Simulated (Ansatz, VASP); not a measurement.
# One calculation of HfO2, two programs

```
Hf O
1.0
     4.79069    0.00000    0.00000
     0.00000    4.79069    0.00000
     0.00000    0.00000    3.18354
Hf O
2 4
Direct
  0.00000 0.00000 0.00000
  0.50000 0.50000 0.50000
  0.19498 0.80502 0.48661
  0.30502 0.30502 0.00000
  0.69498 0.69498 0.00000
  0.80502 0.19498 0.51339
```

Change from the starting cell: mode 16 frozen in at -0.043 Å, equal normal strain along x, y and z -0.0083.

Alike in both runs: task single point; functional PBEsol; k mesh 6 × 6 × 8; occupations gaussian, width 0.05 eV; no spin polarisation.

|  | VASP | Ansatz |
| --- | --- | --- |
| version | VASP 6.6.1 | Ansatz 0.2.0 |
| potentials or method | VASP PAW PBE potentials, release 64 (Hf_pv, O), cutoff 520 eV | scalar-relativistic, plane waves, PAW |
| valence electrons in the cell | 44 | 76 |

Ansatz gave:

* gap on the k mesh at the Fermi level (eV): 3.99
* least direct gap on the mesh (eV): 3.99
* pressure (GPa): 6.2
* traceless stress, the component that is largest in VASP (GPa): 1.80
* rms of the force components (eV/Å): 0.220

Problem. Estimate VASP's values.

Solution. gap on the k mesh at the Fermi level (eV): 3.93; least direct gap on the mesh (eV): 3.93; pressure (GPa): 3.3; traceless stress, the component that is largest in VASP (GPa): 1.75; rms of the force components (eV/Å): 0.214.

VASP's potentials were made for PBE, not for PBEsol, and Ansatz warns of the same on its side. Atom by atom the forces differ by 0.023 eV/Å (rms over components). The functional is the same, so the differences come from potentials, cutoffs and numerics. VASP's potentials hold 44 valence electrons a cell and Ansatz's 76, so a difference there can come from the potentials and not from the codes.

Neither program's run includes spin-orbit coupling.
